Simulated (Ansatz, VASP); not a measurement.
**Two plane-wave programs on ZnSe**

```
CELL_PARAMETERS angstrom
0.00000 2.81660 2.81660
2.81660 0.00000 2.81660
2.81660 2.81660 0.00000
ATOMIC_POSITIONS crystal
Zn 0.00000 0.00000 0.00000
Se 0.25000 0.25000 0.25000
```

Alike in both runs: task single point; functional PBE0; k mesh 6 × 6 × 6; no spin polarisation.

|  | VASP | Ansatz |
| --- | --- | --- |
| version | VASP 6.6.1 | Ansatz 0.2.0 |
| potentials or method | VASP PAW PBE potentials, release 64 (Zn, Se), cutoff 520 eV | scalar-relativistic, plane waves, PAW |
| occupations | gaussian, width 0.01 eV | fixed |
| valence electrons in the cell | 18 | 28 |

VASP gave:

* gap on the k mesh at the Fermi level (eV): 3.14
* least direct gap on the mesh (eV): 3.14

Problem. Estimate Ansatz's values.

Solution. gap on the k mesh at the Fermi level (eV): 3.12; least direct gap on the mesh (eV): 3.12.

VASP's potentials hold 18 valence electrons a cell and Ansatz's 28, so a difference there can come from the potentials and not from the codes.
